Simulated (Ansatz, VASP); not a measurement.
# One calculation of Sc, two programs

```
Sc
1.0
     3.00008    0.00000    0.00000
     0.00000    3.00008    0.00000
     0.00000    0.00000    3.00008
Sc
1
Direct
  0.00000 0.00000 0.00000
```

Alike in both runs: task relaxation of cell and atoms; functional LDA; k mesh 10 × 10 × 10; occupations fermi-dirac, width 0.1 eV; no spin polarisation.

```csv
,VASP,Ansatz
version,VASP 6.6.1,Ansatz 0.2.0
potentials or method,"VASP PAW LDA potentials, release 64 (Sc_sv), cutoff 600 eV","plane waves (420 eV) with PAW, scalar-relativistic"
valence electrons in the cell,11,11
```

|  | VASP | Ansatz | Ansatz less VASP |
| --- | --- | --- | --- |
| relaxed volume (Å³/atom) | 23.33 | 23.26 | -0.069 |
| relaxed length of the cell vector where the two differ most in proportion (Å) | 2.857 | 2.854 | -0.0028 |

Ansatz warns that its potentials were made for another functional, while VASP's fit it. LDA's correlation is that of Perdew and Zunger in VASP and of Perdew and Wang (1992) in Ansatz.
